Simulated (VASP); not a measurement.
Write the native input for VASP 6.6.1 that does the following.

| Item | Value |
| --- | --- |
| Task | single point |
| Functional | PBE |
| Dispersion | D3(BJ) |
| Potentials or basis | VASP PAW PBE potentials, release 64 (C_h, H_h, O_h) |
| Cutoff | 1000 eV |
| k mesh | 1 × 1 × 1 |
| Occupations | fermi-dirac, width 0.05 eV |
| Spin | no spin polarisation |
| Dipole correction | no |
| Further INCAR settings | LREAL = Auto; ALGO = Normal; EDIFF = 1e-06; NBANDS = 74 |

The structure of H6C3O lies in POSCAR:

```
H6C3O
1.0
    8.7065880000      0.0000000000      0.0000000000
    0.0000000000      8.7065880000      0.0000000000
    0.0000000000      0.0000000000      8.7065880000
C H O
12 24 4
Direct
    0.4460415492      0.7387739032      0.3478630205
    0.4325919637      0.8155892986      0.2013992163
    0.3255695572      0.1493926209      0.8147049108
    0.3221583472      0.0588060443      0.6647035555
    0.7483873131      0.3213428728      0.7134941954
    0.6691944077      0.4825196736      0.6733521788
    0.8873051074      0.7381421976      0.1037834798
    1.0125895471      0.6534821678      0.0364551533
    0.8890394262      0.1483933775      0.9263559962
    1.1041409103      0.3299340683      0.3180120617
    0.5351809457      0.3478859916      0.1859281730
    0.0603451088      0.9511303395      0.3208030517
    0.5621605157      0.7195930254      0.3754972671
    0.3968374293      0.8313015386      0.4214854315
    0.3790807605      0.6416750167      0.3414081383
    0.4465813703      0.7285517587      0.1122368487
    0.3167027083      0.8561562807      0.1898677186
    0.5197328735      0.9041888740      0.1808630430
    0.3327250583      0.2796503062      0.7745284375
    0.1969313352      0.1480143542      0.8614740930
    0.3880050371      0.1048746076      0.9005020107
    0.2790415717     -0.0480555644      0.6845965377
    0.2361315363      0.1070683487      0.5887036345
    0.4241960226      0.0517079710      0.6010391212
    0.6650940644      0.2461469407      0.7714388231
    0.8044597953      0.2509019607      0.6146035623
    0.8266384030      0.3414196239      0.8095019542
    0.7537625531      0.5590134735      0.6082061078
    0.5651008179      0.4721941592      0.5964219279
    0.6538841622      0.5544881646      0.7724840087
    0.9094148018      0.8619220296      0.1344958553
    0.7722428120      0.7394056087      0.0347093488
    0.8472320041      0.6921425477      0.2172722541
    1.0000243494      0.5366281257      0.0033652678
    1.0731184248      0.7090033432     -0.0547631288
    1.0860396748      0.6358977822      0.1255256364
    0.8043564253      0.1730643508      1.0190788860
    0.9952233872      0.2966604139      0.3844215438
    0.5277727624      0.2678201840      0.2907108962
    0.0318953877      0.8713401852      0.4164547582
```

The input as run:

INCAR

```
PREC = Accurate
ENCUT = 1000
EDIFF = 1E-6
ISMEAR = -1
SIGMA = 0.05
LREAL = Auto
LASPH = T
NELM = 120
ALGO = Normal
ISIF = 2
LWAVE = F
LCHARG = T
GGA = PE
IVDW = 12
LELF = T
LVHAR = T
NBANDS = 74
GGA_COMPAT = F
```

KPOINTS

```
Automatic mesh
0
Gamma
  1 1 1
```

Potentials or basis: VASP PAW PBE potentials, release 64 (C_h, H_h, O_h).

Run with:

```bash
$ cat potpaw_PBE.64/C_h/POTCAR potpaw_PBE.64/H_h/POTCAR potpaw_PBE.64/O_h/POTCAR > POTCAR
$ mpirun -np 1 vasp_gam > vasp.out
```

Results of the run:

- Pressure: 1.6 GPa
- Largest force: 7.290 eV/Å
- Band gap on the k mesh: 5.13 eV
- Dispersion energy per atom: -0.031 eV

Caveat: the k points lie up to 0.72 Å⁻¹ apart.

Run time: 3.6 min on 1 thread of Intel(R) Xeon(R) Platinum 8488C (Sapphire Rapids), with other jobs on the host, peak memory 1.2 GiB.
